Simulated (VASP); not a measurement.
## Ca3AsP: relaxation of the atoms with PBE

Crystal: Ca3AsP.

```
CELL_PARAMETERS angstrom
5.33390 0.00000 0.00000
0.00000 5.33390 0.00000
0.00000 0.00000 5.33390
ATOMIC_POSITIONS crystal
Ca 0.00000 0.50000 0.50000
Ca 0.51875 0.98125 0.51875
Ca 0.50000 0.50000 0.00000
P 0.50000 0.50000 0.50000
As 0.00000 0.00000 0.00000
```

```
Program                : VASP 6.6.1
Task                   : relaxation of the atoms
Functional             : PBE
Potentials or basis    : VASP PAW PBE potentials, release 64 (Ca_sv, P, As)
Cutoff                 : 520 eV
k mesh                 : 3 × 3 × 3
Occupations            : gaussian, width 0.01 eV
Spin                   : no spin polarisation
Dipole correction      : no
Further INCAR settings : ALGO = Normal; EDIFF = 1e-07; IBRION = 2; EDIFFG = -0.001; NSW = 60
```

```json
{
 "Energy gained by relaxing": "58.7 meV/atom",
 "Ionic steps": "47",
 "Pressure after relaxing": "1.3 GPa",
 "Band gap on the k mesh": "0.99 eV"
}
```

Stress tensor (GPa, compression positive):
```
1.95 0.00 0.55
0.00 0.03 0.00
0.55 0.00 1.95
```

The path:
```tsv
step	energy change (eV)	largest force (eV/Å)	pressure (GPa)
1	0.0000	1.0925	0.19
3	-0.0539	0.1542	0.04
5	-0.0611	0.1587	0.05
7	-0.0796	0.2490	0.15
9	-0.0869	0.2472	0.18
11	-0.1111	0.3553	0.47
13	-0.1486	0.3147	0.95
15	-0.1696	0.3294	1.24
17	-0.1968	0.8606	1.88
19	-0.2616	0.3191	1.35
21	-0.2822	0.2078	1.11
23	-0.2881	0.0985	1.16
25	-0.2916	0.0469	1.26
27	-0.2928	0.0540	1.35
29	-0.2931	0.0268	1.34
31	-0.2935	0.0154	1.33
33	-0.2935	0.0126	1.31
35	-0.2936	0.0101	1.31
37	-0.2936	0.0092	1.31
39	-0.2936	0.0073	1.32
41	-0.2936	0.0036	1.32
43	-0.2936	0.0020	1.31
45	-0.2936	0.0031	1.31
47	-0.2936	0.0007	1.31
```

Final structure:
```cif
data_structure
_symmetry_space_group_name_H-M 'P 1'
_symmetry_Int_Tables_number 1
_cell_length_a 5.3339
_cell_length_b 5.3339
_cell_length_c 5.3339
_cell_angle_alpha 90.000
_cell_angle_beta 90.000
_cell_angle_gamma 90.000
_cell_volume 151.75
loop_
_atom_site_label
_atom_site_type_symbol
_atom_site_fract_x
_atom_site_fract_y
_atom_site_fract_z
_atom_site_occupancy
Ca1 Ca 0.00344 0.49629 0.57487 1
Ca2 Ca 0.52300 0.99624 0.52300 1
Ca3 Ca 0.57487 0.49629 0.00344 1
P1 P 0.49338 0.49623 0.49338 1
As1 As 0.92405 0.99619 0.92405 1
```

Levels at points of the mesh, in eV from the valence-band top:
| k point | band 18 | band 19 | band 20 | band 21 | band 22 | band 23 |
| --- | --- | --- | --- | --- | --- | --- |
| (0.00, 0.00, 0.00) | -0.14 | -0.12 | 0.00 | 0.99 | 1.65 | 1.90 |

Wall time 24 min on 1 thread of Intel Xeon 8259CL (shared host), peak memory 0.26 GiB.
